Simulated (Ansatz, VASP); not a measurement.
**Ca: VASP beside Ansatz**

Contents of INCAR:

```
SYSTEM = Ca
PREC = Accurate
ENCUT = 520
EDIFF = 1E-6
ISMEAR = -1
SIGMA = 0.1
LREAL = .FALSE.
LASPH = .TRUE.
NELM = 100
ALGO = Normal
ISIF = 2
LWAVE = .FALSE.
LCHARG = .FALSE.
GGA = RE
NBANDS = 11
```

The input KPOINTS:

```
Automatic mesh
0
G
  11 11 11
  0 0 0
```

Contents of POSCAR:

```
Ca
1.0
   -2.1932496504      2.1932496504      2.1932496504
    2.1932496504     -2.1932496504      2.1932496504
    2.1932496504      2.1932496504     -2.1932496504
Ca
1
Direct
    0.0000000000      0.0000000000      0.0000000000
```

Input for Ansatz:

```yaml
crystal:
  lattice:
    - [-2.1932496504, 2.1932496504, 2.1932496504]
    - [2.1932496504, -2.1932496504, 2.1932496504]
    - [2.1932496504, 2.1932496504, -2.1932496504]
  atoms:
    - { symbol: Ca, position: [0.0, 0.0, 0.0] }
hamiltonian:
  xc: revpbe
  pseudopotentials:
    kind: paw
    azcp:
      Ca: "pseudopotentials/Ca.paw.azcp"
basis:
  ecutwfc: 420
  fft_grid_basis: typed
kpoints:
  mp_grid: { grid: [11, 11, 11], shift: [0, 0, 0] }
magnetization:
  spin_polarized: false
scf:
  occupations: { method: fermi_dirac, width: 0.1 }
  lower_state_search: "off"
output:
  stress: true
```

Alike in both runs: task single point; functional revPBE; k mesh 11 × 11 × 11; occupations fermi-dirac, width 0.1 eV; no spin polarisation.

|  | VASP | Ansatz |
| --- | --- | --- |
| version | VASP 6.6.1 | Ansatz 0.2.0 |
| potentials or method | VASP PAW PBE potentials, release 64 (Ca_sv), cutoff 520 eV | plane waves (420 eV) with PAW, scalar-relativistic |
| valence electrons in the cell | 10 | 10 |

```tsv
	VASP	Ansatz	Ansatz less VASP
pressure (GPa)	0.7	0.7	-0.02
```

VASP's potentials were made for PBE, not for revPBE. The functional is the same, so the differences come from potentials, cutoffs and numerics.
